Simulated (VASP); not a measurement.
# Ge (Cmcm) in VASP: relaxation of cell and atoms with PBE+D3(BJ)

Aim: the relaxation of cell and atoms of Ge with PBE+D3(BJ).

Program: VASP 6.6.1. These are calculated values, not measurements. Logs are shortened: lines on timing, memory, paths and dates and some standing lists are left out, and cuts for length are marked.

### Step 1. The cell of the first run

Symmetry: Cmcm, No. 63, orthorhombic system. The conventional cell has a = 2.976 Å, b = 5.189 Å, c = 4.728 Å, α = 90.00°, β = 90.00°, γ = 90.00°. Ge (site symmetry m2m) has 12 Ge at 2.92 to 2.99 Å within 3.9 Å.

### Step 2. Relaxation of cell and atoms, PBE+D3(BJ)

Contents of INCAR:

```
SYSTEM = Ge
  PREC = Accurate
  ENCUT = 600
  EDIFF = 1E-6
  ISMEAR = 0
  SIGMA = 0.1
  LREAL = .False.
  LASPH = .True.
  NELM = 60
  ALGO = Normal
  ISIF = 3
  LWAVE = .False.
  LCHARG = .False.
  GGA = PE
  IVDW = 12
  IBRION = 2
  NSW = 100
  EDIFFG = -0.005
```

Contents of KPOINTS:

```
regular mesh
0
Gamma
  16 16 10
  0 0 0
```

Contents of POSCAR:

```
Ge
1.0
    1.4880529250     -2.5946896100      0.0000000000
    1.4880529250      2.5946896100      0.0000000000
    0.0000000000      0.0000000000      4.7275957900
Ge
2
Direct
    0.6665533700      0.3334466300      0.2500000000
    0.3334466300      0.6665533700      0.7500000000
```

Potentials or basis: VASP PAW PBE potentials, release 64 (Ge_d).

The run is started by

```bash
$ cat potpaw_PBE.64/Ge_d/POTCAR > POTCAR
$ mpirun -np 1 vasp_std > vasp.out
```

OUTCAR:

```text
SYSTEM = Ge
   PREC = Accurate
   ENCUT = 600
   EDIFF = 1E-6
   ISMEAR = 0
   LREAL = .False.
   LASPH = .True.
   NELM = 60
   ISIF = 3
   GGA = PE
   IVDW = 12
   IBRION = 2
   NSW = 100
   EDIFFG = -0.005
 IVDW          = 12

 ion  position               nearest neighbor table
   1  0.667  0.333  0.250-
   2  0.333  0.667  0.750-

  LATTYP: Found a base centered orthorhombic cell.
 ALAT       =     2.9761058500
 B/A-ratio  =     1.7436809984
 C/A-ratio  =     1.5885173540

  Lattice vectors:

 A1 = (   1.4880529250,  -2.5946896100,   0.0000000000)
 A2 = (   1.4880529250,   2.5946896100,   0.0000000000)
 A3 = (   0.0000000000,   0.0000000000,   4.7275957900)

Analysis of symmetry for initial positions (statically):
=====================================================================
 Subroutine PRICEL returns:
 Original cell was already a primitive cell.

 Routine SETGRP: Setting up the symmetry group for a
 base centered orthorhombic supercell.

 Subroutine GETGRP returns: Found  8 space group operations
 (whereof  4 operations were pure point group operations)
 out of a pool of  8 trial point group operations.

The static configuration has the point symmetry C_2h.
 The point group associated with its full space group is D_2h.

Analysis of symmetry for dynamics (positions and initial velocities):
=====================================================================
 Subroutine PRICEL returns:
 Original cell was already a primitive cell.

 Routine SETGRP: Setting up the symmetry group for a
 base centered orthorhombic supercell.

 Subroutine GETGRP returns: Found  8 space group operations
 (whereof  4 operations were pure point group operations)
 out of a pool of  8 trial point group operations.

The dynamic configuration has the point symmetry C_2h.
 The point group associated with its full space group is D_2h.

 Subroutine INISYM returns: Found  8 space group operations
 (whereof  4 operations are pure point group operations),
 and found     1 'primitive' translations

----------------------------------------------------------------------------------------

                                     Primitive cell

  volume of cell :      36.5068

  direct lattice vectors                    reciprocal lattice vectors
     1.488052925 -2.594689610  0.000000000     0.336009554 -0.192701277  0.000000000
     1.488052925  2.594689610  0.000000000     0.336009554  0.192701277  0.000000000
     0.000000000  0.000000000  4.727595790     0.000000000  0.000000000  0.211524006

  length of vectors
[... 81 lines left out ...]
   NELM   =     60;   NELMIN=  2; NELMDL= -5     # of ELM steps
   EDIFF  = 0.1E-05   stopping-criterion for ELM
   LREAL  =      F    real-space projection
   EDIFFG = -.5E-02   stopping-criterion for IOM
   NSW    =    100    number of steps for IOM
   IBRION =      2    ionic relax: 0-MD 1-quasi-New 2-CG
   NFREE  =      1    steps in history (QN), initial steepest desc. (CG)
   ISIF   =      3    stress and relaxation
   ISYM   =      2    0-nonsym 1-usesym 2-fastsym
   POTIM  = 0.5000    time-step for ionic-motion
   TEBEG  =    0.0;   TEEND  =   0.0 temperature during run
   PSTRESS=    0.0 pullay stress
   NELECT =      28.0000    total number of electrons
   NUPDOWN=      -1.0000    fix difference up-down
   EMIN   =  10.00;   EMAX   =-10.00  energy-range for DOS
   EFERMI =   0.00;   METHOD = LEGACY
   ISMEAR =     0;   SIGMA  =   0.10  broadening in eV -4-tet -1-fermi 0-gaus
   EFERMI_NEDOS =   21; number of points for ismear=-14 and -15
   IALGO  =     38    algorithm
   IMIX   =      4    mixing-type and parameters
     AMIX     =   0.40;   BMIX     =  1.00
     AMIX_MAG =   1.60;   BMIX_MAG =  1.00
  volume/ion in A,a.u.               =      18.25       123.18
  Fermi-wavevector in a.u.,A,eV,Ry     =   1.498544  2.831837 30.553703  2.245634
  Thomas-Fermi vector in A             =   2.610289
   LORBIT       =      0    0 simple, 1 ext, 2 COOP (PROOUT), +10 PAW based schemes
   GGA     = PE    functional components
   LHFCALC =     F    Hartree Fock is set to
   AEXX    =    0.0000 exact exchange contribution
   IVDW    =    12    specifies the selected vdW correction
   LEPSILON=     F    determine dielectric tensor
   LRPA    =     F    only Hartree local field effects (RPA)
 conjugate gradient relaxation of ions
 non-spin polarized calculation
 Gauss-broadening in eV      SIGMA  =   0.10
  energy-cutoff  :      600.00
  volume of cell :       36.51
 maximum number of plane-waves:      1237
   NGX = 11   NGY = 11   NGZ = 19

--------------------------------------- Ionic step        1  -------------------------------------------

 number of electron      27.9999997 magnetization

 Free energy of the ion-electron system (eV)
  ---------------------------------------------------
  ext. energy  EPLUGINS =         0.00000000
  ---------------------------------------------------
  free energy    TOTEN  =        -8.34060525 eV

  energy without entropy =       -8.33532195  energy(sigma->0) =       -8.33796360

------------------------ aborting loop because EDIFF is reached ----------------------------------------

 Edisp (eV)   -0.72454

 E8    (eV) :    -0.3198
[... 105 lines left out ...]
  FREE ENERGIE OF THE ION-ELECTRON SYSTEM (eV)
  ---------------------------------------------------
  free  energy   TOTEN  =        -9.0674658318 eV

  energy  without entropy=       -9.0620043259  energy(sigma->0) =       -9.06473508

[... ionic steps 4 to 18 ...]

--------------------------------------- Ionic step       19  -------------------------------------------

 number of electron      27.9999974 magnetization

------------------------ aborting loop because EDIFF is reached ----------------------------------------
[... 75 lines left out ...]
--------------------------------------- Ionic step       21  -------------------------------------------

 number of electron      27.9999974 magnetization

 Free energy of the ion-electron system (eV)
  ---------------------------------------------------
  ext. energy  EPLUGINS =         0.00000000
  ---------------------------------------------------
  free energy    TOTEN  =        -8.36670069 eV

  energy without entropy =       -8.36295382  energy(sigma->0) =       -8.36482726

 E-fermi :   7.0434     XC(G=0): -11.3936

 val. band max:        7.0410149078   @ k =  -0.3125   0.1875   0.4000
 cond. band min:       7.0456489272   @ k =   0.2500   0.1250   0.4000
 fundamental gap:      0.0046340194
 Fermi energy:         7.0433942495

 k-point     1 :       0.0000    0.0000    0.0000
  band No.  band energies     occupation
      1     -17.7604      2.00000
      2     -17.7556      2.00000
      3     -17.7466      2.00000
      4     -17.7455      2.00000
      5     -17.7399      2.00000
      6     -17.7394      2.00000
[... 481 lines left out ...]
      5     -17.7389      2.00000
      6     -17.7355      2.00000
[... 10 lines left out ...]
     17      15.8924      0.00000
     18      16.4765      0.00000

 [... further k-points ...]

------------------------ aborting loop because EDIFF is reached ----------------------------------------

 Edisp (eV)   -0.71425

 E8    (eV) :    -0.3153
[... 25 lines left out ...]
  FREE ENERGIE OF THE ION-ELECTRON SYSTEM (eV)
  ---------------------------------------------------
  free  energy   TOTEN  =        -9.0809554139 eV

  energy  without entropy=       -9.0772085423  energy(sigma->0) =       -9.07908198

 reached required accuracy - stopping structural energy minimisation
```

CONTCAR:

```text
Ge
   1.00000000000000
     1.4605116466951431   -2.5332396219548916    0.0000000000000000
     1.4605116466951431    2.5332396219548916   -0.0000000000000000
     0.0000000000000000    0.0000000000000000    5.0040938242962714
  Ge
     2
Direct
     0.6648758949779555    0.3351241050220448    0.2500000000000000
     0.3351241050220448    0.6648758949779555    0.7500000000000000

  0.00000000E+00  0.00000000E+00  0.00000000E+00
  0.00000000E+00  0.00000000E+00  0.00000000E+00
```

It took 26 min on 1 thread of AMD EPYC 9R14 (Zen 4), shared host; peak memory 0.38 GiB.

What came out:

```yaml
Free_energy: -9.0810 eV
Relaxed_volume: 18.51 Å³/atom
Relaxed_cell: a = 2.924 Å, b = 2.924 Å, c = 5.004 Å, α = 90.00°, β = 90.00°, γ = 120.07°
Space_group_after_relaxing_to_0.05_Å: P6_3/mmc (No. 194)
Energy_gained_by_relaxing: 7.9 meV/atom
Ionic_steps: 21
Pressure_after_relaxing: 0.0 GPa
Band_gap_on_the_k_mesh: zero (band 14 reaches 14.56 eV, above the bottom of band 15 at 4.44 eV)
Dispersion_energy_per_atom: -0.357 eV
```

Forces on the atoms (eV/Å):
```
Ge   0.000  0.003  0.000
Ge   0.000 -0.003  0.000
```

Step by step:
| step | energy change (eV) | largest force (eV/Å) | pressure (GPa) | volume (Å³) |
| --- | --- | --- | --- | --- |
| 1 | 0.0000 | 0.0081 | 1.13 | 36.51 |
| 2 | -0.0024 | 0.0073 | -0.08 | 37.19 |
| 3 | -0.0023 | 0.0075 | -0.43 | 37.24 |
| 4 | -0.0024 | 0.0082 | -0.23 | 37.20 |
| 5 | -0.0032 | 0.0083 | -0.31 | 37.20 |
| 6 | -0.0050 | 0.0085 | -0.32 | 37.20 |
| 7 | -0.0102 | 0.0084 | -0.31 | 37.19 |
| 8 | -0.0117 | 0.0052 | -0.17 | 37.12 |
| 9 | -0.0140 | 0.0096 | -0.38 | 37.17 |
| 10 | -0.0150 | 0.0076 | -0.27 | 37.15 |
| 11 | -0.0151 | 0.0086 | -0.19 | 37.16 |
| 12 | -0.0151 | 0.0080 | -0.23 | 37.16 |
| 13 | -0.0148 | 0.0042 | 0.58 | 36.70 |
| 14 | -0.0154 | 0.0070 | 0.18 | 36.97 |
| 15 | -0.0158 | 0.0022 | 0.23 | 37.00 |
| 16 | -0.0158 | 0.0030 | 0.11 | 37.00 |
| 17 | -0.0158 | 0.0021 | 0.04 | 37.00 |
| 18 | -0.0158 | 0.0028 | -0.28 | 37.06 |
| 19 | -0.0158 | 0.0034 | 0.14 | 37.02 |
| 20 | -0.0158 | 0.0026 | -0.06 | 37.03 |
| 21 | -0.0158 | 0.0029 | 0.01 | 37.03 |

Final structure:
```xyz
2
Lattice="1.4605 -2.5332 0.0000 1.4605 2.5332 0.0000 0.0000 0.0000 5.0041" Properties=species:S:1:pos:R:3 pbc="T T T"
Ge    1.4605   -0.8353    1.2510
Ge    1.4605    0.8353    3.7531
```

Caveat: pairwise dispersion overbinds metals, which lowers pressure and volume.
